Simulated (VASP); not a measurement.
**BiTe: single point with BLYP+D3(BJ)**

Crystal: BiTe.

```
Bi Te
1.0
     0.00000    3.25905    3.25905
     3.25905    0.00000    3.25905
     3.25905    3.25905    0.00000
Bi Te
1 1
Direct
  0.50000 0.50000 0.50000
  0.00000 0.00000 0.00000
```

This cell differs from its parent crystal: volume scaled by 1.04.

- Program: VASP 6.6.1
- Task: single point
- Functional: BLYP
- Dispersion: D3(BJ)
- Potentials or basis: VASP PAW PBE potentials, release 64 (Bi_d, Te)
- Cutoff: 520 eV
- k mesh: 6 × 6 × 6
- Occupations: gaussian, width 0.05 eV
- Spin: no spin polarisation

| Quantity | Value |
| --- | --- |
| Pressure | -1.7 GPa |
| Dispersion energy per atom | -1.048 eV |

Levels at points of the mesh, in eV from the Fermi level:
```
           k point  band 7  band 8  band 9  band 10  band 11  band 12  band 13  band 14
(0.00, 0.00, 0.00)   -8.19   -2.39   -2.39    -2.39     2.16     2.16     2.16     5.04
(0.50, 0.00, 0.00)  -11.12   -1.75   -1.75    -1.44    -0.62    -0.48    -0.48     7.68
(0.50, 0.50, 0.00)   -9.91   -5.32   -3.77    -3.77     2.75     3.51     3.51     4.81
```

Run time: 24 s on 1 thread of Intel(R) Xeon(R) Platinum 8488C (Sapphire Rapids), on a shared host, peak memory 0.21 GiB.

Caveat: the PAW data sets were made with another functional, which shifts forces and pressure a little; spin-orbit coupling is left out, which moves the levels of the heavy elements; pairwise dispersion overbinds metals, which lowers pressure and volume.
